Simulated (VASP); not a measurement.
Here is a VASP 6.6.1 calculation.

File INCAR:

```
ALGO = Normal
EDIFF = 1E-6
ENCUT = 500
GGA = CA
GGA_COMPAT = False
ISIF = 2
ISMEAR = -1
LASPH = True
LCHARG = False
LREAL = False
LWAVE = False
NBANDS = 12
NELM = 120
PREC = Accurate
SIGMA = 0.05
```

The input KPOINTS:

```
k-points
0
Gamma
  10 10 10
```

Contents of POSCAR:

```
Zr
1.0
   -1.8100000000      1.8100000000      1.8100000000
    1.8100000000     -1.8100000000      1.8100000000
    1.8100000000      1.8100000000     -1.8100000000
Zr
1
Direct
    0.0000000000      0.0000000000      0.0000000000
```

Potentials or basis: VASP PAW LDA potentials, release 64 (Zr_sv).

Command:

```bash
$ cat potpaw_LDA.64/Zr_sv/POTCAR > POTCAR
$ mpirun -np 1 vasp_std > vasp.out
```

Question: Predict the band gap on the k mesh.

Answer: Zero (band 6 reaches 9.38 eV, above the bottom of band 7 at 7.66 eV).

Question: Estimate the pressure.

Answer: -9.7 GPa.
